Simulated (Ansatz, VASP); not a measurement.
Two plane-wave programs on WC

```xyz
2
Lattice="2.9005 0.0000 0.0000 -1.4503 2.5119 -0.0251 0.0000 -0.0283 2.8290" Properties=species:S:1:pos:R:3 pbc="T T T"
W     0.0000    0.0000    0.0000
C     1.4503    0.8232    1.4061
```

Change from the starting cell: strain -0.0200 x Voigt [0, 0, 0, 1, 0, 0], atoms carried along.

Alike in both runs: task single point; functional PBE; k mesh 18 × 18 × 16; occupations gaussian, width 0.15 eV; no spin polarisation.

```csv
,VASP,Ansatz
version,VASP 6.6.1,Ansatz 0.2.0
potentials or method,"VASP PAW PBE potentials, release 64 (W_sv, C), cutoff 520 eV","scalar-relativistic, plane waves, PAW"
valence electrons in the cell,18,18
```

|  | VASP | Ansatz | Ansatz less VASP |
| --- | --- | --- | --- |
| gap on the k mesh at the Fermi level (eV) | none | none | - |
| pressure (GPa) | 9.8 | 8.6 | -1.16 |
| traceless stress, the component that is largest in VASP (GPa) | 6.44 | 6.42 | -0.026 |
| rms of the force components (eV/Å) | 0.007 | 0.007 | -0.0001 |

Atom by atom the forces differ by 0.000 eV/Å (rms over components). A gap of «none» marks a metal or a gap that the smearing closes. With one functional, cell and mesh, what is left measures potentials, basis and numerics.

Spin-orbit coupling is off throughout.
